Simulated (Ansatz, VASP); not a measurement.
# Two plane-wave programs on Ba

```
CELL_PARAMETERS angstrom
4.27947 0.00000 0.00000
-2.13973 3.70613 0.00000
0.00000 0.00000 3.98184
ATOMIC_POSITIONS crystal
Ba 0.00000 0.00000 0.50000
```

Alike in both runs: task relaxation of cell and atoms; functional PBE; k mesh 18 × 18 × 14; occupations gaussian, width 0.1 eV; no spin polarisation.

```csv
,VASP,Ansatz
version,VASP 6.6.1,Ansatz 0.2.0
potentials or method,"VASP PAW PBE potentials, release 64 (Ba_sv), cutoff 600 eV","scalar-relativistic, plane waves, PAW"
valence electrons in the cell,10,10
```

Ansatz gave:

* gap on the k mesh at the Fermi level, each at its own relaxed structure (eV): none
* relaxed volume (Å³/atom): 62.33
* relaxed cell length with the largest relative difference (Å): 3.946

Question: Estimate VASP's values.

Answer: gap on the k mesh at the Fermi level, each at its own relaxed structure (eV): none; relaxed volume (Å³/atom): 62.97; relaxed cell length with the largest relative difference (Å): 3.965.

A gap of «none» marks a metal or a gap that the smearing closes.

Neither program's run includes spin-orbit coupling.
